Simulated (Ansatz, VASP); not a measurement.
One calculation of LiH, two programs

Contents of INCAR:

```
PREC = Accurate
ENCUT = 750
EDIFF = 1E-6
ISMEAR = 0
SIGMA = 0.05
LREAL = F
LASPH = T
NELM = 120
ALGO = Normal
ISIF = 2
LWAVE = F
LCHARG = F
GGA = CA
NBANDS = 9
GGA_COMPAT = F
```

File KPOINTS:

```
Automatic mesh
0
Gamma
  8 8 8
```

Contents of POSCAR:

```
LiH
1.0
    0.0000000000      2.0721040928      2.0721040928
    2.0721040928      0.0000000000      2.0721040928
    2.0721040928      2.0721040928      0.0000000000
Li H
1 1
Direct
    0.0000000000      0.0000000000      0.0000000000
    0.5000000000      0.5000000000      0.5000000000
```

Input for Ansatz:

```yaml
crystal:
  lattice:
    - [0.0, 2.0721040928, 2.0721040928]
    - [2.0721040928, 0.0, 2.0721040928]
    - [2.0721040928, 2.0721040928, 0.0]
  atoms:
    - { symbol: Li, position: [0.0, 0.0, 0.0] }
    - { symbol: H, position: [0.5, 0.5, 0.5] }
basis:
  ecutwfc: 420
kpoints:
  mp_grid: { grid: [8, 8, 8] }
hamiltonian:
  xc: lda
scf:
  occupations: { method: gaussian, width: 0.05 }
output:
  forces: true
  stress: true
  eigenvalues: true
```

Alike in both runs: task single point; functional LDA; k mesh 8 × 8 × 8; occupations gaussian, width 0.05 eV; no spin polarisation.

|  | VASP | Ansatz |
| --- | --- | --- |
| version | VASP 6.6.1 | Ansatz 0.2.0 |
| potentials or method | VASP PAW LDA potentials, release 64 (Li_sv, H), cutoff 750 eV | scalar-relativistic, plane waves, PAW |
| valence electrons in the cell | 4 | 4 |

VASP gave:

```
gap on the k mesh at the Fermi level (eV) : 2.69
least direct gap on the mesh (eV)         : 2.69
pressure (GPa)                            : -5.4
```

**Question.** Which values does Ansatz return?

**Answer.** gap on the k mesh at the Fermi level (eV): 2.70; least direct gap on the mesh (eV): 2.70; pressure (GPa): -5.3.

LDA's correlation is that of Perdew and Zunger in VASP and of Perdew and Wang (1992) in Ansatz.
